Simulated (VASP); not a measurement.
# ZrNi (Cmcm) in VASP: single point with LDA

Aim: the single point of ZrNi with LDA.

All numbers are computed with VASP 6.6.1; they aren't measurements. Logs are shortened: lines on timing, memory, paths and dates and some standing lists are left out, and cuts for length are marked.

## Step 1: The cell of the first run

It takes space group Cmcm (No. 63, orthorhombic). Conventional cell: a = 3.268 Å, b = 9.937 Å, c = 4.101 Å, α = 90.00°, β = 90.00°, γ = 90.00°. Zr (site symmetry m2m) has 7 Ni at 2.68 to 2.77 Å and 8 Zr at 3.27 to 3.44 Å within 3.5 Å. Ni (site symmetry m2m) has 4 Ni at 2.62 to 3.27 Å and 7 Zr at 2.68 to 2.77 Å within 3.5 Å.

## Step 2: Single point, LDA

The input, POSCAR:

```
ZrNi
1.0
    1.6340000000     -4.9685000000      0.0000000000
    1.6340000000      4.9685000000      0.0000000000
    0.0000000000      0.0000000000      4.1010000000
Zr Ni
2 2
Direct
    0.6391000000      0.3609000000      0.2500000000
    0.3609000000      0.6391000000      0.7500000000
    0.9183000000      0.0817000000      0.2500000000
    0.0817000000      0.9183000000      0.7500000000
```

The input, INCAR.step1:

```
ALGO = Normal
EDIFF = 1E-7
ENCUT = 520
ISIF = 2
ISMEAR = -1
LASPH = T
LCHARG = T
LMAXMIX = 4
LREAL = F
LWAVE = F
NBANDS = 30
NELM = 60
PREC = Accurate
SIGMA = 0.08
```

The input, KPOINTS.step1:

```
k-points
0
Gamma
  8 8 6
```

The input, INCAR.step2:

```
ALGO = Normal
EDIFF = 1E-7
ENCUT = 520
ICHARG = 11
ISIF = 2
ISMEAR = -5
LASPH = T
LCHARG = F
LMAXMIX = 4
LORBIT = 11
LREAL = F
LWAVE = F
NEDOS = 1001
NELM = 60
PREC = Accurate
SIGMA = 0.08
```

The input, KPOINTS.step2:

```
k-points
0
Gamma
  12 12 9
```

Potentials or basis: VASP PAW LDA potentials, release 64 (Zr_sv, Ni).

On the command line:

```
cat potpaw_LDA.64/Zr_sv/POTCAR potpaw_LDA.64/Ni/POTCAR > POTCAR
cp INCAR.step1 INCAR
cp KPOINTS.step1 KPOINTS
mpirun -np 1 vasp_std > vasp.out
cp INCAR.step2 INCAR
cp KPOINTS.step2 KPOINTS
mpirun -np 1 vasp_std > vasp.out
```

OUTCAR:

```text
EDIFF = 1E-7
   ENCUT = 520
   ICHARG = 11
   ISIF = 2
   ISMEAR = -5
   LASPH = T
   LORBIT = 11
   LREAL = F
   NELM = 60
   PREC = Accurate

 ion  position               nearest neighbor table
   1  0.639  0.361  0.250-   4 2.68   4 2.68   4 2.68   4 2.68   3 2.74   3 2.74   3 2.77   2 3.43
                             2 3.43   2 3.43   2 3.43   2 3.44   2 3.44
   2  0.361  0.639  0.750-   3 2.68   3 2.68   3 2.68   3 2.68   4 2.74   4 2.74   4 2.77   1 3.43
                             1 3.43   1 3.43   1 3.43   1 3.44   1 3.44
   3  0.918  0.082  0.250-   4 2.62   4 2.62   2 2.68   2 2.68   2 2.68   2 2.68   1 2.74   1 2.74
                             1 2.77
   4  0.082  0.918  0.750-   3 2.62   3 2.62   1 2.68   1 2.68   1 2.68   1 2.68   2 2.74   2 2.74
                             2 2.77

  LATTYP: Found a base centered orthorhombic cell.
 ALAT       =     3.2680000000
 B/A-ratio  =     3.0406976744
 C/A-ratio  =     1.2548959608

  Lattice vectors:

 A1 = (   1.6340000000,  -4.9685000000,   0.0000000000)
 A2 = (   1.6340000000,   4.9685000000,   0.0000000000)
 A3 = (   0.0000000000,   0.0000000000,   4.1010000000)

Analysis of symmetry for initial positions (statically):
=====================================================================
 Subroutine PRICEL returns:
 Original cell was already a primitive cell.

 Routine SETGRP: Setting up the symmetry group for a
 base centered orthorhombic supercell.

 Subroutine GETGRP returns: Found  8 space group operations
 (whereof  4 operations were pure point group operations)
 out of a pool of  8 trial point group operations.

The static configuration has the point symmetry C_2h.
 The point group associated with its full space group is D_2h.

Analysis of symmetry for dynamics (positions and initial velocities):
=====================================================================
 Subroutine PRICEL returns:
 Original cell was already a primitive cell.

 Routine SETGRP: Setting up the symmetry group for a
 base centered orthorhombic supercell.

 Subroutine GETGRP returns: Found  8 space group operations
 (whereof  4 operations were pure point group operations)
 out of a pool of  8 trial point group operations.

The dynamic configuration has the point symmetry C_2h.
 The point group associated with its full space group is D_2h.

 Subroutine INISYM returns: Found  8 space group operations
 (whereof  4 operations are pure point group operations),
 and found     1 'primitive' translations

----------------------------------------------------------------------------------------

                                     Primitive cell

  volume of cell :      66.5882

  direct lattice vectors                    reciprocal lattice vectors
     1.634000000 -4.968500000  0.000000000     0.305997552 -0.100633994  0.000000000
     1.634000000  4.968500000  0.000000000     0.305997552  0.100633994  0.000000000
     0.000000000  0.000000000  4.101000000     0.000000000  0.000000000  0.243842965

  length of vectors
     5.230291412  5.230291412  4.101000000     0.322120634  0.322120634  0.243842965

  position of ions in fractional coordinates (direct lattice)
     0.639100000  0.360900000  0.250000000
     0.360900000  0.639100000  0.750000000
     0.918300000  0.081700000  0.250000000
     0.081700000  0.918300000  0.750000000

  ion indices of the primitive-cell ions
   primitive index   ion index
                 1           1
                 2           2
                 3           3
                 4           4

----------------------------------------------------------------------------------------

 KPOINTS: k-points

Automatic generation of k-mesh.
 Grid dimensions read from file:
 generate k-points for:   12   12    9

 Generating k-lattice:

  Cartesian coordinates                     Fractional coordinates (reciprocal lattice)
     0.025499796 -0.008386166  0.000000000     0.083333333  0.000000000  0.000000000
     0.025499796  0.008386166  0.000000000     0.000000000  0.083333333  0.000000000
     0.000000000  0.000000000  0.027093663     0.000000000  0.000000000  0.111111111

  Length of vectors
     0.026843386  0.026843386  0.027093663

  Shift w.r.t. Gamma in fractional coordinates (k-lattice)
     0.000000000  0.000000000  0.000000000

 TETIRR: Found   1950 inequivalent tetrahedra from     7776

 Subroutine IBZKPT returns following result:
 ===========================================

 Found    215 irreducible k-points:

 Following reciprocal coordinates:
            Coordinates               Weight
  0.000000  0.000000  0.000000      1.000000
  0.083333 -0.000000  0.000000      4.000000
  0.166667  0.000000  0.000000      4.000000
  0.250000  0.000000  0.000000      4.000000
  0.333333  0.000000  0.000000      4.000000
  0.416667  0.000000  0.000000      4.000000
[... 16 lines left out ...]
  0.500000  0.166667  0.000000      4.000000
 -0.416667  0.166667  0.000000      4.000000
 [... further k-points ...]
   k-points           NKPTS =    215   k-points in BZ     NKDIM =    215   number of bands    NBANDS=     26
   number of dos      NEDOS =   1001   number of ions     NIONS =      4
   total plane-waves  NPLWV =  51200
   dimension x,y,z NGX =    40 NGY =   40 NGZ =   32
   dimension x,y,z NGXF=    80 NGYF=   80 NGZF=   64
   ions per type =               2   2
   NGX,Y,Z   is equivalent  to a cutoff of  12.71, 12.71, 12.97 a.u.
   NGXF,Y,Z  is equivalent  to a cutoff of  25.43, 25.43, 25.94 a.u.
 SYSTEM =  unknown system
   PREC   = accura    normal or accurate (medium, high low for compatibility)
   ISTART =      0    job   : 0-new  1-cont  2-samecut
   ICHARG =     11    charge: 1-file 2-atom 10-const
   ISPIN  =      1    spin polarized calculation?
   LNONCOLLINEAR =      F non collinear calculations
   LSORBIT =      F    spin-orbit coupling
   LASPH  =      T    aspherical Exc in radial PAW
   ENCUT  =  520.0 eV  38.22 Ry    6.18 a.u.   9.72  9.72  7.63*2*pi/ulx,y,z
   NELM   =     60;   NELMIN=  2; NELMDL=  0     # of ELM steps
   EDIFF  = 0.1E-06   stopping-criterion for ELM
   LREAL  =      F    real-space projection
   EDIFFG = 0.1E-05   stopping-criterion for IOM
   NSW    =      0    number of steps for IOM
   IBRION =     -1    ionic relax: 0-MD 1-quasi-New 2-CG
   NFREE  =      0    steps in history (QN), initial steepest desc. (CG)
   ISIF   =      2    stress and relaxation
   ISYM   =      2    0-nonsym 1-usesym 2-fastsym
   POTIM  = 0.5000    time-step for ionic-motion
   TEBEG  =    0.0;   TEEND  =   0.0 temperature during run
   PSTRESS=    0.0 pullay stress
   NELECT =      44.0000    total number of electrons
   NUPDOWN=      -1.0000    fix difference up-down
   EMIN   =  10.00;   EMAX   =-10.00  energy-range for DOS
   EFERMI =   0.00;   METHOD = LEGACY
   ISMEAR =    -5;   SIGMA  =   0.08  broadening in eV -4-tet -1-fermi 0-gaus
   EFERMI_NEDOS =   21; number of points for ismear=-14 and -15
   IALGO  =     38    algorithm
   IMIX   =      4    mixing-type and parameters
     AMIX     =   0.40;   BMIX     =  1.00
     AMIX_MAG =   1.60;   BMIX_MAG =  1.00
  volume/ion in A,a.u.               =      16.65       112.34
  Fermi-wavevector in a.u.,A,eV,Ry     =   1.425914  2.694587 27.663786  2.033231
  Thomas-Fermi vector in A             =   2.546247
   LORBIT       =     11    0 simple, 1 ext, 2 COOP (PROOUT), +10 PAW based schemes
   GGA     = CA    functional components
   LHFCALC =     F    Hartree Fock is set to
   AEXX    =    0.0000 exact exchange contribution
   IVDW    =     0    specifies the selected vdW correction
   LEPSILON=     F    determine dielectric tensor
   LRPA    =     F    only Hartree local field effects (RPA)
 non-spin polarized calculation
 Fermi weights with tetrahedron method with Bloechl corrections
  energy-cutoff  :      520.00
  volume of cell :       66.59
 maximum number of plane-waves:      1816

 number of electron      44.0000001 magnetization

 Free energy of the ion-electron system (eV)
  ---------------------------------------------------
  ext. energy  EPLUGINS =         0.00000000
  ---------------------------------------------------
  free energy    TOTEN  =       -33.59640692 eV

  energy without entropy =      -33.59640692  energy(sigma->0) =      -33.59640692

 E-fermi :   9.2073     XC(G=0): -12.1604

 val. band max:        9.2746300822   @ k =   0.5000   0.0000   0.0000
 cond. band min:       9.1864622400   @ k =   0.4167   0.2500   0.0000
 fundamental gap:     -0.0881678421
 Fermi energy:         9.2073002069

 k-point     1 :       0.0000    0.0000    0.0000
  band No.  band energies     occupation
      1     -39.3615      2.00000
      2     -39.2977      2.00000
      3     -17.6945      2.00000
      4     -17.6446      2.00000
      5     -17.4003      2.00000
      6     -17.3480      2.00000
[... 18 lines left out ...]
     25      11.4091      0.00000
     26      11.6105      0.00000

 k-point     2 :       0.0833   -0.0000    0.0000
  band No.  band energies     occupation
      1     -39.3579      2.00000
      2     -39.2960      2.00000
      3     -17.6875      2.00000
      4     -17.6382      2.00000
      5     -17.4012      2.00000
      6     -17.3878      2.00000
[... 18 lines left out ...]
     25      11.1338      0.00000
     26      11.3868      0.00000

 k-point     3 :       0.1667    0.0000    0.0000
  band No.  band energies     occupation
      1     -39.3478      2.00000
      2     -39.2918      2.00000
      3     -17.6697      2.00000
      4     -17.6203      2.00000
      5     -17.4756      2.00000
      6     -17.4044      2.00000
[... 18 lines left out ...]
     25      10.4040      0.00000
     26      11.4136      0.00000

 k-point     4 :       0.2500    0.0000    0.0000
  band No.  band energies     occupation
      1     -39.3334      2.00000
      2     -39.2865      2.00000
      3     -17.6576      2.00000
      4     -17.5936      2.00000
      5     -17.5891      2.00000
      6     -17.4994      2.00000
[... 18 lines left out ...]
     25      10.6650      0.00000
     26      11.1593      0.00000

 k-point     5 :       0.3333    0.0000    0.0000
  band No.  band energies     occupation
      1     -39.3181      2.00000
      2     -39.2821      2.00000
      3     -17.7025      2.00000
      4     -17.6965      2.00000
      5     -17.5630      2.00000
      6     -17.5348      2.00000
[... 18 lines left out ...]
     25      10.6396      0.00000
     26      11.0884      0.00000

 k-point     6 :       0.4167    0.0000    0.0000
  band No.  band energies     occupation
      1     -39.3054      2.00000
      2     -39.2803      2.00000
      3     -17.7839      2.00000
      4     -17.7603      2.00000
      5     -17.5353      2.00000
      6     -17.5193      2.00000
[... 427 lines left out ...]
 k-point    21 :       0.3333    0.1667    0.0000
  band No.  band energies     occupation
      1     -39.3001      2.00000
      2     -39.2803      2.00000
      3     -17.8231      2.00000
      4     -17.7751      2.00000
      5     -17.5228      2.00000
      6     -17.5110      2.00000
[... 18 lines left out ...]
     25      10.2174      0.00000
     26      11.2936      0.00000

 k-point    22 :       0.4167    0.1667    0.0000
  band No.  band energies     occupation
      1     -39.3000      2.00000
      2     -39.2856      2.00000
      3     -17.8006      2.00000
      4     -17.7429      2.00000
      5     -17.5147      2.00000
      6     -17.4976      2.00000
[... 18 lines left out ...]
     25      10.2415      0.00000
     26      11.3419      0.00000

 k-point    23 :       0.5000    0.1667    0.0000
  band No.  band energies     occupation
      1     -39.3104      2.00000
      2     -39.2896      2.00000
      3     -17.7261      2.00000
      4     -17.6698      2.00000
      5     -17.5334      2.00000
      6     -17.5005      2.00000
[... 18 lines left out ...]
     25      10.3146      0.00000
     26      11.2476      0.00000

 k-point    24 :      -0.4167    0.1667    0.0000
  band No.  band energies     occupation
      1     -39.3258      2.00000
      2     -39.2940      2.00000
      3     -17.6348      2.00000
      4     -17.5959      2.00000
      5     -17.5644      2.00000
      6     -17.4768      2.00000
[... 18 lines left out ...]
     25      10.6242      0.00000
     26      11.3360      0.00000

 [... further k-points ...]
[... 5 lines left out ...]
  --------------------------------------------------------------------------------------
  -------------------------------------------------------------------------------------
  Total       -3.6359441     -4.1686429     -4.5754416      0.0000000      0.0000000      0.0000000
  in kB      -87.4844110   -100.3016708   -110.0896489      0.0000000      0.0000000      0.0000000
  external PRESSURE =     -99.2919103 kB  Pullay stress =       0.0000000 kB

 VOLUME and BASIS-vectors are now :
 -----------------------------------------------------------------------------
  energy-cutoff  :      520.00
  volume of cell :       66.59
      direct lattice vectors                 reciprocal lattice vectors
     1.634000000 -4.968500000  0.000000000     0.305997552 -0.100633994  0.000000000
     1.634000000  4.968500000  0.000000000     0.305997552  0.100633994  0.000000000
     0.000000000  0.000000000  4.101000000     0.000000000  0.000000000  0.243842965

 POSITION                                       TOTAL-FORCE (eV/Angst)
 -----------------------------------------------------------------------------------
      1.63400     -1.38224      1.02525         0.000000      0.216609      0.000000
      1.63400      1.38224      3.07575         0.000000     -0.216609     -0.000000
      1.63400     -4.15665      1.02525         0.000000      0.013272     -0.000000
      1.63400      4.15665      3.07575         0.000000     -0.013272     -0.000000
 -----------------------------------------------------------------------------------
    total drift:                               -0.000000     -0.000000     -0.000000

  FREE ENERGIE OF THE ION-ELECTRON SYSTEM (eV)
  ---------------------------------------------------
  free  energy   TOTEN  =       -33.5964069163 eV

  energy  without entropy=      -33.5964069163  energy(sigma->0) =      -33.59640692

 total charge

# of ion       s       p       d       tot
------------------------------------------
    1        2.223   5.985   1.583   9.792
    2        2.223   5.985   1.583   9.792
    3        0.602   0.468   8.331   9.400
    4        0.602   0.468   8.331   9.400
--------------------------------------------------
tot          5.650  12.906  19.829  38.384
```

Wall time 3.2 min (1 thread of Intel Xeon 6975P-C (Granite Rapids), shared host); peak memory 0.44 GiB.

What came out:

| Item | Value |
| --- | --- |
| Valence electrons inside the program's atomic spheres | Zr 9.79; Ni 9.40 |

Spin polarisation is off, so any magnetic state and its effect on volume and gap are missing.
